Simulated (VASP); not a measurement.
Runs of VASP 6.6.1 on ZnGe3. The structure is that of space group Pm-3m (No. 221), or close to it. The cells are those of the table. 

| cell | gap on the mesh (eV) | pressure (GPa) |
| --- | --- | --- |
| a = 4.146 Å, 4 atoms | none | 1.2 |
| a = 4.332 Å, 4 atoms | none | -6.5 |
| a = 4.260 Å, 4 atoms | none | -4.1 |
| a = 4.107 Å, 4 atoms | none | (b) |
| a = 4.184 Å, 4 atoms | none | (a) |

Alike in all rows: task single point; level r2SCAN; potentials or basis VASP PAW PBE potentials, release 64 (Zn, Ge_d); no spin polarisation; k mesh 6 × 6 × 6; cutoff (eV) 520; smearing methfessel-paxton 0.1 eV.

Task: Fill in the values left out.

Result: (a) -0.8; (b) 3.5.

Caveats: the PAW data sets were made with another functional, which shifts forces and pressure a little.

A k mesh can miss the band edges, and the runs leave out spin-orbit coupling on Ge.

A gap of «none» marks levels without a gap at the run's occupations.
